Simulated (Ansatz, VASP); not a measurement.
# One calculation of Pb, two programs

File INCAR:

```
PREC = Accurate ; ENCUT = 520
EDIFF = 1E-7 ; ISMEAR = -1
SIGMA = 0.1 ; LREAL = F
LASPH = T ; NELM = 100
ALGO = Normal ; ISIF = 2
LWAVE = F ; LCHARG = F
GGA = PE ; NBANDS = 36
```

Contents of KPOINTS:

```
regular mesh
0
Gamma
  10 10 3
```

Contents of POSCAR:

```
Pb
1.0
    2.6180717670      0.0000000000      0.0000000000
   -1.3090358835      2.2673166592      0.0000000000
    0.0000000000      0.0000000000      8.6049717486
Pb
4
Direct
    0.0000000000      0.0000000000      0.0000000000
    0.0000000000      0.0000000000      0.5000000000
    0.3333333333      0.6666666667      0.2500000000
    0.6666666667      0.3333333333      0.7500000000
```

Input for Ansatz:

```yaml
crystal:
  lattice:
    - [2.618071767, 0.0, 0.0]
    - [-1.3090358835, 2.2673166592, 0.0]
    - [0.0, 0.0, 8.6049717486]
  atoms:
    - { symbol: Pb, position: [0.0, 0.0, 0.0] }
    - { symbol: Pb, position: [0.0, 0.0, 0.5] }
    - { symbol: Pb, position: [0.3333333333, 0.6666666667, 0.25] }
    - { symbol: Pb, position: [0.6666666667, 0.3333333333, 0.75] }
kpoints:
  mp_grid: { grid: [10, 10, 3] }
  band_path:
    path:
      - [0.0, 0.0, 0.0]
      - [0.5, 0.0, 0.0]
      - [0.3333333333, 0.3333333333, 0.0]
      - [0.0, 0.0, 0.0]
      - [0.0, 0.0, 0.5]
      - [0.5, 0.0, 0.5]
      - [0.3333333333, 0.3333333333, 0.5]
      - [0.0, 0.0, 0.5]
      - [0.5, 0.0, 0.5]
    npoints: 8
scf:
  occupations: { method: fermi_dirac, width: 0.1 }
hamiltonian:
  xc: pbe
  pseudopotentials: { kind: paw }
output:
  forces: true
  stress: true
  eigenvalues: true
  populations: true
  dos: { projected: true, de: 0.2, e_range: [-14, 8] }
```

Change from the starting cell: volume scaled by 0.4, PAW files.

Alike in both runs: task single point; functional PBE; k mesh 10 × 10 × 3; occupations fermi-dirac, width 0.1 eV; no spin polarisation.

```csv
,VASP,Ansatz
version,VASP 6.6.1,Ansatz 0.2.0
potentials or method,"VASP PAW PBE potentials, release 64 (Pb_d)","PAW with Ansatz's default frozen-core files, scalar-relativistic"
plane-wave cutoff (eV),520,420
valence electrons in the cell,56,56
```

```csv
,VASP,Ansatz,Ansatz less VASP
pressure (GPa),347.9,348.1,+0.20
"traceless stress, the component that is largest in VASP (GPa)",0.38,0.39,+0.008
```

Both programs put the cell under a high pressure, so it lies far from rest at this level. The functional is the same, so the differences come from potentials, cutoffs and numerics.

Spin-orbit coupling is off throughout. Noted on VASP's run: the cell as given lies far from equilibrium.
